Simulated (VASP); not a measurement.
# MnV (Pm-3m) in VASP: a series of runs

Runs on MnV. Level: LDA+U. Tasks: single point.

Everything below comes from runs of VASP 6.6.1. Logs are shortened: lines on timing, memory, paths and dates and some standing lists are left out, and cuts for length are marked.

### Step 1. The cell of the first run

It takes space group Pm-3m (No. 221, cubic). The conventional cell has a = 2.900 Å, b = 2.900 Å, c = 2.900 Å, α = 90.00°, β = 90.00°, γ = 90.00°. Within 3.3 Å of Mn (site symmetry m-3m) lie 8 V at 2.51 Å and 6 Mn at 2.90 Å. Within 3.3 Å of V (site symmetry m-3m) lie 8 Mn at 2.51 Å and 6 V at 2.90 Å.

### Step 2. Single point, LDA+U, collinear spin, ferromagnetic start

The input, INCAR:

```
PREC = Accurate
ENCUT = 520
EDIFF = 1E-7
ISMEAR = -1
SIGMA = 0.05
LREAL = False
LASPH = True
NELM = 150
ALGO = Normal
ISIF = 2
LWAVE = False
LCHARG = False
ISPIN = 2
MAGMOM = 4 2
LORBIT = 11
LMAXMIX = 4
LDAU = True
LDAUTYPE = 2
LDAUL = 2 2
LDAUU = 1 1
LDAUJ = 0 0
LDAUPRINT = 1
GGA = CA
NBANDS = 24
```

The input, KPOINTS:

```
regular mesh
0
Gamma
  11 11 11
```

The input, POSCAR:

```
MnV
1.0
    2.9000000000      0.0000000000      0.0000000000
    0.0000000000      2.9000000000      0.0000000000
    0.0000000000      0.0000000000      2.9000000000
Mn V
1 1
Direct
    0.0000000000      0.0000000000      0.0000000000
    0.5000000000      0.5000000000      0.5000000000
```

Potentials or basis: VASP PAW LDA potentials, release 64 (Mn_pv, V_sv).

On the command line:

```bash
$ cat potpaw_LDA.64/Mn_pv/POTCAR potpaw_LDA.64/V_sv/POTCAR > POTCAR
$ mpirun -np 1 vasp_std > vasp.out
```

OUTCAR:

```text
PREC = Accurate
   ENCUT = 520
   EDIFF = 1E-7
   ISMEAR = -1
   LREAL = False
   LASPH = True
   NELM = 150
   ISIF = 2
   ISPIN = 2
   LORBIT = 11
   GGA = CA

 ion  position               nearest neighbor table
   1  0.000  0.000  0.000-   2 2.51   2 2.51   2 2.51   2 2.51   2 2.51   2 2.51   2 2.51   2 2.51

   2  0.500  0.500  0.500-   1 2.51   1 2.51   1 2.51   1 2.51   1 2.51   1 2.51   1 2.51   1 2.51

  LATTYP: Found a simple cubic cell.
 ALAT       =     2.9000000000

  Lattice vectors:

 A1 = (   2.9000000000,   0.0000000000,   0.0000000000)
 A2 = (   0.0000000000,   2.9000000000,   0.0000000000)
 A3 = (   0.0000000000,   0.0000000000,   2.9000000000)

Analysis of symmetry for initial positions (statically):
=====================================================================
 Subroutine PRICEL returns:
 Original cell was already a primitive cell.

 Routine SETGRP: Setting up the symmetry group for a
 simple cubic supercell.

 Subroutine GETGRP returns: Found 48 space group operations
 (whereof 48 operations were pure point group operations)
 out of a pool of 48 trial point group operations.

The static configuration has the point symmetry O_h .

Analysis of symmetry for dynamics (positions and initial velocities):
=====================================================================
 Subroutine PRICEL returns:
 Original cell was already a primitive cell.

 Routine SETGRP: Setting up the symmetry group for a
 simple cubic supercell.

 Subroutine GETGRP returns: Found 48 space group operations
 (whereof 48 operations were pure point group operations)
 out of a pool of 48 trial point group operations.

The dynamic configuration has the point symmetry O_h .

Analysis of structural, dynamic, and magnetic symmetry:
=====================================================================
 Subroutine PRICEL returns:
 Original cell was already a primitive cell.

 Routine SETGRP: Setting up the symmetry group for a
 simple cubic supercell.

 Subroutine GETGRP returns: Found 48 space group operations
 (whereof 48 operations were pure point group operations)
 out of a pool of 48 trial point group operations.

The overall configuration has the point symmetry O_h .

 Subroutine INISYM returns: Found 48 space group operations
 (whereof 48 operations are pure point group operations),
 and found     1 'primitive' translations

----------------------------------------------------------------------------------------

                                     Primitive cell

  volume of cell :      24.3890

  direct lattice vectors                    reciprocal lattice vectors
     2.900000000  0.000000000  0.000000000     0.344827586  0.000000000  0.000000000
     0.000000000  2.900000000  0.000000000     0.000000000  0.344827586  0.000000000
     0.000000000  0.000000000  2.900000000     0.000000000  0.000000000  0.344827586

  length of vectors
     2.900000000  2.900000000  2.900000000     0.344827586  0.344827586  0.344827586

  position of ions in fractional coordinates (direct lattice)
     0.000000000  0.000000000  0.000000000
     0.500000000  0.500000000  0.500000000

  ion indices of the primitive-cell ions
   primitive index   ion index
                 1           1
                 2           2

[... 108 lines left out ...]
  volume of cell :       24.39
 maximum number of plane-waves:       691
 NGX is ok and might be reduce to    24
   NGX = 11   NGY = 11   NGZ = 11

 number of electron      25.9999998 magnetization      -0.0000678

atom =   1  type =  1  l = 2

 onsite density matrix

spin component  1

  0.6270 -0.0000  0.0000  0.0000 -0.0000
 -0.0000  0.6270 -0.0000  0.0000 -0.0000
  0.0000 -0.0000  0.3646  0.0000  0.0000
  0.0000  0.0000  0.0000  0.6270  0.0000
 -0.0000 -0.0000  0.0000  0.0000  0.3646

spin component  2

  0.6270 -0.0000 -0.0000  0.0000 -0.0000
 -0.0000  0.6270  0.0000  0.0000 -0.0000
 -0.0000  0.0000  0.3646  0.0000  0.0000
  0.0000  0.0000  0.0000  0.6270  0.0000
 -0.0000 -0.0000  0.0000  0.0000  0.3646

 occupancies and eigenvectors

  o =  0.3646  v =  0.0000  0.0000  0.0000  0.0000  0.0000  0.0000 -0.0000 -0.9857  0.0000  0.1683      0.0000  0.0000  0.0000  0.0000  0.0000  0.0000  0.0000  0.0000  0.0000  0.0000
  o =  0.3646  v =  0.0000  0.0000  0.0000  0.0000  0.0000  0.0000 -0.0000  0.1683 -0.0000  0.9857      0.0000  0.0000  0.0000  0.0000  0.0000  0.0000  0.0000  0.0000  0.0000  0.0000
  o =  0.3646  v =  0.0000 -0.0000  0.4249 -0.0000  0.9052  0.0000  0.0000  0.0000  0.0000  0.0000      0.0000  0.0000  0.0000  0.0000  0.0000  0.0000  0.0000  0.0000  0.0000  0.0000
  o =  0.3646  v =  0.0000  0.0000  0.9052 -0.0000 -0.4249  0.0000  0.0000  0.0000  0.0000  0.0000      0.0000  0.0000  0.0000  0.0000  0.0000  0.0000  0.0000  0.0000  0.0000  0.0000
  o =  0.6270  v =  0.0000  0.0301  0.0000  0.9995  0.0000  0.0000  0.0000  0.0000  0.0000  0.0000      0.0000  0.0000  0.0000  0.0000  0.0000  0.0000  0.0000  0.0000  0.0000  0.0000
  o =  0.6270  v =  0.0000  0.9995  0.0000 -0.0301  0.0000  0.0000  0.0000  0.0000  0.0000  0.0000      0.0000  0.0000  0.0000  0.0000  0.0000  0.0000  0.0000  0.0000  0.0000  0.0000
  o =  0.6270  v =  1.0000  0.0000  0.0000  0.0000  0.0000  0.0000  0.0000  0.0000  0.0000  0.0000      0.0000  0.0000  0.0000  0.0000  0.0000  0.0000  0.0000  0.0000  0.0000  0.0000
  o =  0.6270  v =  0.0000  0.0000  0.0000  0.0000  0.0000  0.0000  0.3496  0.0000  0.9369  0.0000      0.0000  0.0000  0.0000  0.0000  0.0000  0.0000  0.0000  0.0000  0.0000  0.0000
  o =  0.6270  v =  0.0000  0.0000  0.0000  0.0000  0.0000  1.0000  0.0000  0.0000  0.0000  0.0000      0.0000  0.0000  0.0000  0.0000  0.0000  0.0000  0.0000  0.0000  0.0000  0.0000
  o =  0.6270  v =  0.0000  0.0000  0.0000  0.0000  0.0000  0.0000  0.9369 -0.0000 -0.3496  0.0000      0.0000  0.0000  0.0000  0.0000  0.0000  0.0000  0.0000  0.0000  0.0000  0.0000

atom =   2  type =  2  l = 2

 onsite density matrix

spin component  1

  0.3400  0.0000 -0.0000  0.0000  0.0000
  0.0000  0.3400  0.0000  0.0000 -0.0000
 -0.0000  0.0000  0.2472  0.0000  0.0000
  0.0000  0.0000  0.0000  0.3400 -0.0000
  0.0000 -0.0000  0.0000 -0.0000  0.2472

spin component  2

  0.3399  0.0000 -0.0000  0.0000  0.0000
  0.0000  0.3399  0.0000  0.0000 -0.0000
 -0.0000  0.0000  0.2472  0.0000  0.0000
  0.0000  0.0000  0.0000  0.3399 -0.0000
  0.0000 -0.0000  0.0000 -0.0000  0.2472

 occupancies and eigenvectors

  o =  0.2472  v =  0.0000  0.0000  0.0000  0.0000  0.0000  0.0000  0.0000  0.0289  0.0000 -0.9996      0.0000  0.0000  0.0000  0.0000  0.0000  0.0000  0.0000  0.0000  0.0000  0.0000
  o =  0.2472  v =  0.0000  0.0000  0.0000  0.0000  0.0000  0.0000  0.0000  0.9996  0.0000  0.0289      0.0000  0.0000  0.0000  0.0000  0.0000  0.0000  0.0000  0.0000  0.0000  0.0000
  o =  0.2472  v =  0.0000 -0.0000  0.0324 -0.0000 -0.9995  0.0000  0.0000  0.0000  0.0000  0.0000      0.0000  0.0000  0.0000  0.0000  0.0000  0.0000  0.0000  0.0000  0.0000  0.0000
  o =  0.2472  v =  0.0000 -0.0000  0.9995 -0.0000  0.0324  0.0000  0.0000  0.0000  0.0000  0.0000      0.0000  0.0000  0.0000  0.0000  0.0000  0.0000  0.0000  0.0000  0.0000  0.0000
  o =  0.3399  v =  0.0000  0.0000  0.0000  0.0000  0.0000  0.0000  0.0065  0.0000 -1.0000  0.0000      0.0000  0.0000  0.0000  0.0000  0.0000  0.0000  0.0000  0.0000  0.0000  0.0000
  o =  0.3399  v =  0.0000  0.0000  0.0000  0.0000  0.0000  0.0000 -1.0000  0.0000 -0.0065 -0.0000      0.0000  0.0000  0.0000  0.0000  0.0000  0.0000  0.0000  0.0000  0.0000  0.0000
  o =  0.3399  v =  0.0000  0.0000  0.0000  0.0000  0.0000  1.0000  0.0000  0.0000  0.0000  0.0000      0.0000  0.0000  0.0000  0.0000  0.0000  0.0000  0.0000  0.0000  0.0000  0.0000
  o =  0.3400  v =  1.0000  0.0000  0.0000  0.0000  0.0000  0.0000  0.0000  0.0000  0.0000  0.0000      0.0000  0.0000  0.0000  0.0000  0.0000  0.0000  0.0000  0.0000  0.0000  0.0000
  o =  0.3400  v =  0.0000 -0.7300 -0.0000  0.6835  0.0000  0.0000  0.0000  0.0000  0.0000  0.0000      0.0000  0.0000  0.0000  0.0000  0.0000  0.0000  0.0000  0.0000  0.0000  0.0000
  o =  0.3400  v =  0.0000 -0.6835 -0.0000 -0.7300  0.0000  0.0000  0.0000  0.0000  0.0000  0.0000      0.0000  0.0000  0.0000  0.0000  0.0000  0.0000  0.0000  0.0000  0.0000  0.0000

 number of electron      25.9999998 magnetization       0.0000520

 Free energy of the ion-electron system (eV)
  ---------------------------------------------------
  ext. energy  EPLUGINS =         0.00000000
  ---------------------------------------------------
  free energy    TOTEN  =       -18.33868440 eV

  energy without entropy =      -18.33452764  energy(sigma->0) =      -18.33660602

 E-fermi :  10.0517     XC(G=0): -13.7184

 val. band max:       10.0001133820   @ k =   0.4545   0.3636   0.0000
 cond. band min:      10.0828814795   @ k =   0.4545   0.0000   0.0000
 fundamental gap:      0.0827680975
 Fermi energy:        10.0516983753

 spin component 1

 k-point     1 :       0.0000    0.0000    0.0000
  band No.  band energies     occupation
      1     -53.7264      1.00000
      2     -37.3798      1.00000
      3     -37.3798      1.00000
      4     -37.3798      1.00000
      5     -27.8521      1.00000
      6     -27.8521      1.00000
[... 1289 lines left out ...]
     23      28.9499      0.00000
     24      29.4534      0.00000

 [... further k-points ...]
[... 5 lines left out ...]
  --------------------------------------------------------------------------------------
  -------------------------------------------------------------------------------------
  Total       -3.0335154     -3.0335154     -3.0335154      0.0000000      0.0000000     -0.0000000
  in kB     -199.2795765   -199.2795765   -199.2795765      0.0000000      0.0000000     -0.0000000
  external PRESSURE =    -199.2795765 kB  Pullay stress =       0.0000000 kB

 VOLUME and BASIS-vectors are now :
 -----------------------------------------------------------------------------
  energy-cutoff  :      520.00
  volume of cell :       24.39
      direct lattice vectors                 reciprocal lattice vectors
     2.900000000  0.000000000  0.000000000     0.344827586  0.000000000  0.000000000
     0.000000000  2.900000000  0.000000000     0.000000000  0.344827586  0.000000000
     0.000000000  0.000000000  2.900000000     0.000000000  0.000000000  0.344827586

 POSITION                                       TOTAL-FORCE (eV/Angst)
 -----------------------------------------------------------------------------------
      0.00000      0.00000      0.00000         0.000000      0.000000      0.000000
      1.45000      1.45000      1.45000         0.000000      0.000000      0.000000
 -----------------------------------------------------------------------------------
    total drift:                                0.000000      0.000000     -0.000000

  FREE ENERGIE OF THE ION-ELECTRON SYSTEM (eV)
  ---------------------------------------------------
  free  energy   TOTEN  =       -18.3386844047 eV

  energy  without entropy=      -18.3345276388  energy(sigma->0) =      -18.33660602

 total charge

# of ion       s       p       d       tot
------------------------------------------
    1        0.407   6.352   5.187  11.946
    2        2.350   6.276   2.998  11.624
--------------------------------------------------
tot          2.757  12.628   8.185  23.570

 magnetization (x)

# of ion       s       p       d       tot
------------------------------------------
    1        0.000  -0.000  -0.000  -0.000
    2        0.000   0.000   0.000   0.000
--------------------------------------------------
tot          0.000  -0.000   0.000   0.000
```

Wall time 54 s (1 thread of Intel Xeon Platinum 8375C at 2.90GHz (Ice Lake), shared host); peak memory 0.17 GiB.

What came out:

```
Free energy                                           : -18.3387 eV
Pressure                                              : -19.9 GPa
Band gap on the k mesh                                : zero (filled and empty bands overlap)
Net moment                                            : 0.00 μB per cell
Valence electrons inside the program's atomic spheres : Mn 11.95; V 11.62
```

Eigenvalues of the final occupation matrices:
```tsv
site	spin	trace	eigenvalues
site 1 d	1	2.61	0.36 0.36 0.63 0.63 0.63
site 1 d	2	2.61	0.36 0.36 0.63 0.63 0.63
site 2 d	1	1.51	0.25 0.25 0.34 0.34 0.34
site 2 d	2	1.51	0.25 0.25 0.34 0.34 0.34
```

Caveat: the cell stands under tension; the moments typed at the start vanished in this run; the U is typed as a test and isn't derived for this compound.

### Step 3. Single point, LDA+U, collinear spin, ferromagnetic start

The input, INCAR:

```
SYSTEM = MnV
ALGO = Normal
EDIFF = 1E-6
ENCUT = 520
ISIF = 2
ISMEAR = -1
ISPIN = 2
LASPH = .True.
LCHARG = .False.
LDAU = .True.
LDAUJ = 0 0
LDAUL = 2 2
LDAUPRINT = 1
LDAUTYPE = 2
LDAUU = 1 1
LMAXMIX = 4
LORBIT = 11
LREAL = .False.
LWAVE = .False.
MAGMOM = 4 2
NBANDS = 24
NELM = 150
PREC = Accurate
SIGMA = 0.05
```

The input, KPOINTS:

```
k-points
0
Gamma
  11 11 11
  0 0 0
```

POSCAR is that of step 2.

Potentials or basis: VASP PAW LDA potentials, release 64 (Mn_pv, V_sv).

On the command line:

```bash
$ cat potpaw_LDA.64/Mn_pv/POTCAR potpaw_LDA.64/V_sv/POTCAR > POTCAR
$ mpirun -np 1 vasp_std > vasp.out
```

Run time: 55 s. Hardware: 1 thread of Intel Xeon Platinum 8375C at 2.90GHz (Ice Lake), shared host; peak memory 0.17 GiB.

It converged, with:

| Item | Value |
| --- | --- |
| Free energy | -18.3387 eV |
| Pressure | -19.9 GPa |
| Band gap on the k mesh | zero (filled and empty bands overlap) |
| Net moment | 0.00 μB per cell |
| Valence electrons inside the program's atomic spheres | Mn 11.95; V 11.62 |

Levels at points of the mesh, in eV from the Fermi level:
Spin up:
```
           k point  band 9  band 10  band 11  band 12  band 13  band 14  band 15  band 16  band 17  band 18
(0.00, 0.00, 0.00)   -3.88    -3.88    -0.89    -0.89    -0.89     1.24     1.24     2.56     2.56     2.56
```
Spin down:
| k point | band 9 | band 10 | band 11 | band 12 | band 13 | band 14 | band 15 | band 16 | band 17 | band 18 |
| --- | --- | --- | --- | --- | --- | --- | --- | --- | --- | --- |
| (0.00, 0.00, 0.00) | -3.88 | -3.88 | -0.89 | -0.89 | -0.89 | 1.24 | 1.24 | 2.56 | 2.56 | 2.56 |

Eigenvalues of the final occupation matrices:
| site | spin | trace | eigenvalues |
| --- | --- | --- | --- |
| site 1 d | 1 | 2.61 | 0.36 0.36 0.63 0.63 0.63 |
| site 1 d | 2 | 2.61 | 0.36 0.36 0.63 0.63 0.63 |
| site 2 d | 1 | 1.51 | 0.25 0.25 0.34 0.34 0.34 |
| site 2 d | 2 | 1.51 | 0.25 0.25 0.34 0.34 0.34 |

Caveat: the cell stands under tension; the moments typed at the start vanished in this run; the U is typed as a test and isn't derived for this compound. The state reached can hang on the start; a lower one may exist.

(Part 1 of 2 ends here.)

The gap in the log of VASP goes by the Fermi energy; the results here count the filled bands.